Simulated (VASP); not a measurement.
# SiC in VASP: settings compared, part 3 of 3

VASP 6.6.1. The steps go on from the part before.

**5. Single point, r2SCAN (epitaxial 111 strain -3.5%)**

The input, POSCAR:

```
SiC
1.0
    0.0601107117      2.1630202559      2.1630202559
    2.1630202559      0.0601107117      2.1630202559
    2.1630202559      2.1630202559      0.0601107117
Si C
1 1
Direct
    0.0014635240      0.0014635240      0.0014635240
    0.2485364760      0.2485364760      0.2485364760
```

The input, INCAR.step1:

```
SYSTEM = SiC
PREC = Accurate
ENCUT = 520
ISMEAR = 0
SIGMA = 0.01
LREAL = .False.
LASPH = .True.
NELM = 80
NBANDS = 11
GGA = PE
ALGO = Normal
EDIFF = 1E-4
LWAVE = .True.
LCHARG = .False.
```

The input, INCAR.step2:

```
SYSTEM = SiC
PREC = Accurate
ENCUT = 520
EDIFF = 1E-6
ISMEAR = 0
SIGMA = 0.01
LREAL = .False.
LASPH = .True.
NELM = 80
ALGO = Normal
ISIF = 2
LWAVE = .False.
LCHARG = .False.
METAGGA = R2SCAN
LMIXTAU = .True.
NBANDS = 11
ISTART = 1
```

The input, KPOINTS:

```
regular mesh
0
Gamma
  10 10 10
  0 0 0
```

Potentials or basis: VASP PAW PBE potentials, release 64 (Si, C).

Command:

```console
$ cat potpaw_PBE.64/Si/POTCAR potpaw_PBE.64/C/POTCAR > POTCAR
$ cp INCAR.step1 INCAR
$ mpirun -np 1 vasp_std > vasp.out
$ cp INCAR.step2 INCAR
$ mpirun -np 1 vasp_std > vasp.out
```

OUTCAR:

```text
SYSTEM = SiC
   PREC = Accurate
   ENCUT = 520
   EDIFF = 1E-6
   ISMEAR = 0
   LREAL = .False.
   LASPH = .True.
   NELM = 80
   ISIF = 2
   METAGGA = R2SCAN
   ISTART = 1

 ion  position               nearest neighbor table
   1  0.001  0.001  0.001-   2 1.84   2 1.84   2 1.84   2 1.88
   2  0.249  0.249  0.249-   1 1.84   1 1.84   1 1.84   1 1.88

  LATTYP: Found a trigonal (rhomboedric) cell.
 ALAT       =     3.0595631310
 COS(alpha) =     0.5275864492

  Lattice vectors:

 A1 = (   0.0601107117,   2.1630202559,   2.1630202559)
 A2 = (   2.1630202559,   0.0601107117,   2.1630202559)
 A3 = (   2.1630202559,   2.1630202559,   0.0601107117)

Analysis of symmetry for initial positions (statically):
=====================================================================
 Subroutine PRICEL returns:
 Original cell was already a primitive cell.

 Routine SETGRP: Setting up the symmetry group for a
 trigonal (rhombohedral) supercell.

 Subroutine GETGRP returns: Found  6 space group operations
 (whereof  6 operations were pure point group operations)
 out of a pool of 12 trial point group operations.

The static configuration has the point symmetry C_3v.

Analysis of symmetry for dynamics (positions and initial velocities):
=====================================================================
 Subroutine PRICEL returns:
 Original cell was already a primitive cell.

 Routine SETGRP: Setting up the symmetry group for a
 trigonal (rhombohedral) supercell.

 Subroutine GETGRP returns: Found  6 space group operations
 (whereof  6 operations were pure point group operations)
 out of a pool of 12 trial point group operations.

The dynamic configuration has the point symmetry C_3v.

 Subroutine INISYM returns: Found  6 space group operations
 (whereof  6 operations are pure point group operations),
 and found     1 'primitive' translations

----------------------------------------------------------------------------------------

                                     Primitive cell

  volume of cell :      19.3966

[... 117 lines left out ...]
   LEPSILON=     F    determine dielectric tensor
   LRPA    =     F    only Hartree local field effects (RPA)
 non-spin polarized calculation
 Gauss-broadening in eV      SIGMA  =   0.01
  energy-cutoff  :      520.00
  volume of cell :       19.40
 maximum number of plane-waves:       540
   NGX = 11   NGY = 11   NGZ = 11

 number of electron       7.9999999 magnetization

 Free energy of the ion-electron system (eV)
  ---------------------------------------------------
  ext. energy  EPLUGINS =         0.00000000
  ---------------------------------------------------
  free energy    TOTEN  =       -19.22478006 eV

  energy without entropy =      -19.22478006  energy(sigma->0) =      -19.22478006

 E-fermi :   8.9893     XC(G=0): -12.2276

 val. band max:        8.8970805528   @ k =   0.0000   0.0000   0.0000
 cond. band min:      10.3568788762   @ k =   0.5000   0.5000   0.0000
 fundamental gap:      1.4597983233
 Fermi energy:         8.9892913257

 k-point     1 :       0.0000    0.0000    0.0000
  band No.  band energies     occupation
      1      -7.9836      2.00000
      2       8.3872      2.00000
      3       8.8971      2.00000
      4       8.8971      2.00000
      5      15.5507      0.00000
      6      17.2541      0.00000
      7      17.4142      0.00000
      8      17.4142      0.00000
      9      24.3461      0.00000
     10      24.3461      0.00000
     11      27.4040      0.00000
[... 309 lines left out ...]
 k-point    24 :       0.4000    0.3000    0.0000
  band No.  band energies     occupation
      1      -4.5615      2.00000
      2       2.8589      2.00000
      3       5.5081      2.00000
      4       5.6283      2.00000
      5      11.9708      0.00000
      6      15.3517      0.00000
      7      21.7282      0.00000
      8      22.3328      0.00000
      9      24.4163      0.00000
     10      28.4776      0.00000
     11      32.1260      0.00000

 [... further k-points ...]

------------------------ aborting loop because EDIFF is reached ----------------------------------------

  FORCE on cell =-STRESS in cart. coord.  units (eV):
  Direction    XX          YY          ZZ          XY          YZ          ZX
  --------------------------------------------------------------------------------------
  -------------------------------------------------------------------------------------
  Total        1.9691537      1.9691537      1.9691537     -1.0045164     -1.0045164     -1.0045164
  in kB      162.6542485    162.6542485    162.6542485    -82.9741529    -82.9741529    -82.9741529
  external PRESSURE =     162.6542485 kB  Pullay stress =       0.0000000 kB

 VOLUME and BASIS-vectors are now :
 -----------------------------------------------------------------------------
  energy-cutoff  :      520.00
  volume of cell :       19.40
      direct lattice vectors                 reciprocal lattice vectors
     0.060110712  2.163020256  2.163020256    -0.241024314  0.234507315  0.234507315
     2.163020256  0.060110712  2.163020256     0.234507315 -0.241024314  0.234507315
     2.163020256  2.163020256  0.060110712     0.234507315  0.234507315 -0.241024314

 POSITION                                       TOTAL-FORCE (eV/Angst)
 -----------------------------------------------------------------------------------
      0.00642      0.00642      0.00642        -0.000811     -0.000811     -0.000811
      1.09012      1.09012      1.09012         0.000811      0.000811      0.000811
 -----------------------------------------------------------------------------------
    total drift:                                0.000011      0.000011      0.000011

  FREE ENERGIE OF THE ION-ELECTRON SYSTEM (eV)
  ---------------------------------------------------
  free  energy   TOTEN  =       -19.2247800558 eV

  energy  without entropy=      -19.2247800558  energy(sigma->0) =      -19.22478006
```

OUTCAR.step1:

```text
SYSTEM = SiC
   PREC = Accurate
   ENCUT = 520
   ISMEAR = 0
   LREAL = .False.
   LASPH = .True.
[... 558 lines left out ...]
      0.00642      0.00642      0.00642         0.028080      0.028080      0.028080
      1.09012      1.09012      1.09012        -0.028080     -0.028080     -0.028080
 -----------------------------------------------------------------------------------
    total drift:                                0.002383      0.002383      0.002383

  FREE ENERGIE OF THE ION-ELECTRON SYSTEM (eV)
  ---------------------------------------------------
  free  energy   TOTEN  =       -14.9289283306 eV

  energy  without entropy=      -14.9289283306  energy(sigma->0) =      -14.92892833
```

OSZICAR.step1:

```text
N       E                     dE             d eps       ncg     rms          rms(c)
DAV:   1     0.414115770090E+01    0.41412E+01   -0.40692E+03  2656   0.618E+02
DAV:   2    -0.163774101061E+02   -0.20519E+02   -0.19579E+02  3195   0.112E+02
DAV:   3    -0.169775226010E+02   -0.60011E+00   -0.59871E+00  3112   0.159E+01
DAV:   4    -0.169797627365E+02   -0.22401E-02   -0.22400E-02  2934   0.122E+00
DAV:   5    -0.169797719278E+02   -0.91913E-05   -0.91913E-05  3103   0.728E-02    0.952E+00
DAV:   6    -0.150096488583E+02    0.19701E+01   -0.66266E+00  2888   0.118E+01    0.428E+00
DAV:   7    -0.149371111828E+02    0.72538E-01   -0.47467E-01  3119   0.390E+00    0.191E+00
DAV:   8    -0.149287212548E+02    0.83899E-02   -0.22004E-02  2894   0.988E-01    0.176E-01
DAV:   9    -0.149288327786E+02   -0.11152E-03   -0.15858E-03  3137   0.238E-01    0.115E-01
DAV:  10    -0.149289283306E+02   -0.95552E-04   -0.20743E-04  2802   0.913E-02
   1 F= -.14928928E+02 E0= -.14928928E+02  d E =-.179457E-20
```

Run time: 24 s. Hardware: 1 thread of Intel Xeon 6975P-C (Granite Rapids), shared host; peak memory 0.15 GiB.

Results:

```yaml
Free_energy: -19.2248 eV
Pressure: 16.3 GPa
Band_gap_on_the_k_mesh: 1.46 eV, indirect (least direct gap 4.81 eV)
```

Stress tensor (GPa, compression positive):
```
16.27 -8.30 -8.30
-8.30 16.27 -8.30
-8.30 -8.30 16.27
```

Caveat: the cell differs from its parent crystal (epitaxial 111 strain -3.5%); the PAW data sets were made with another functional, which shifts forces and pressure a little.

**6. Single point, PBE (shear xy strain +4.2%)**

The input, INCAR:

```
SYSTEM = SiC
ALGO = Normal
EDIFF = 1E-6
ENCUT = 520
GGA = PE
ISIF = 2
ISMEAR = -1
LASPH = .TRUE.
LCHARG = .FALSE.
LREAL = .FALSE.
LWAVE = .FALSE.
NBANDS = 11
NELM = 100
PREC = Accurate
SIGMA = 0.02
```

The input, KPOINTS:

```
k-points
0
G
  10 10 10
  0 0 0
```

The input, POSCAR:

```
SiC
1.0
    0.0453034889      2.1780523503      2.1780523503
    2.1780523503      0.0453034889      2.1780523503
    2.2233558391      2.2233558391     -0.0000000001
Si C
1 1
Direct
    0.0018508163      0.0018508163     -0.0018508163
    0.2481491837      0.2481491837      0.2518508163
```

Potentials or basis: VASP PAW PBE potentials, release 64 (Si, C).

Command:

```console
$ cat potpaw_PBE.64/Si/POTCAR potpaw_PBE.64/C/POTCAR > POTCAR
$ mpirun -np 1 vasp_std > vasp.out
```

It took 22 s on 1 thread of Intel Xeon Platinum 8259CL at 2.50GHz (Skylake/Cascade Lake), shared host; peak memory 0.16 GiB.

Results (log left out):

* Free energy: -15.0293 eV
* Pressure: 3.8 GPa
* Largest force: 0.040 eV/Å
* Band gap on the k mesh: 1.07 eV, indirect (least direct gap 4.08 eV)

Forces on the atoms (eV/Å):
```
Si   0.000  0.000  0.040
C    0.000  0.000 -0.040
```

Stress tensor (GPa, compression positive):
```
  3.91 -10.43   0.00
-10.43   3.91   0.00
  0.00   0.00   3.51
```

Levels at points of the mesh, in eV from the valence-band top:
| k point | band 2 | band 3 | band 4 | band 5 | band 6 | band 7 |
| --- | --- | --- | --- | --- | --- | --- |
| (0.00, 0.00, 0.00) | -0.39 | -0.22 | 0.00 | 5.73 | 6.67 | 7.44 |
| (0.50, 0.00, 0.00) | -8.68 | -1.44 | -1.33 | 4.93 | 6.69 | 7.00 |
| (0.50, 0.50, 0.00) | -8.01 | -3.75 | -3.02 | 1.07 | 4.23 | 13.81 |
| (0.00, 0.00, 0.50) | -8.82 | -1.20 | -1.04 | 5.51 | 7.06 | 7.40 |
| (0.50, 0.00, 0.50) | -8.00 | -3.39 | -3.39 | 1.14 | 4.12 | 13.56 |

Caveat: the cell differs from its parent crystal (shear xy strain +4.2%). A k mesh can miss the band edges.

**7. The runs side by side**

| level | cell | smearing | gap on the mesh (eV) | pressure (GPa) | largest force (eV/Å) |
| --- | --- | --- | --- | --- | --- |
| PBE | a = 3.182 Å, angles 60.0°, 2 atoms | fermi-dirac 0.02 eV | 1.44 | -14.8 | - |
| r2SCAN | a = 3.182 Å, angles 60.0°, 2 atoms | gaussian 0.01 eV | 1.78 | -18.4 | - |
| PBE | a = 3.060 Å, angles 58.2°, 2 atoms | fermi-dirac 0.02 eV | 1.08 | 19.8 | 0.05 |
| r2SCAN | a = 3.060 Å, angles 58.2°, 2 atoms | gaussian 0.01 eV | 1.46 | 16.3 | - |
| PBE | a = 3.081, b = 3.081, c = 3.144 Å, angles 59.3, 59.3, 58.6°, 2 atoms | fermi-dirac 0.02 eV | 1.07 | 3.8 | 0.04 |

Alike in all rows: task single point; potentials or basis VASP PAW PBE potentials, release 64 (Si, C); no spin polarisation; k mesh 10 × 10 × 10; cutoff (eV) 520.

Caveats: the PAW data sets were made with another functional, which shifts forces and pressure a little (some runs).

Absolute energies hang on the potentials; compare differences alone.
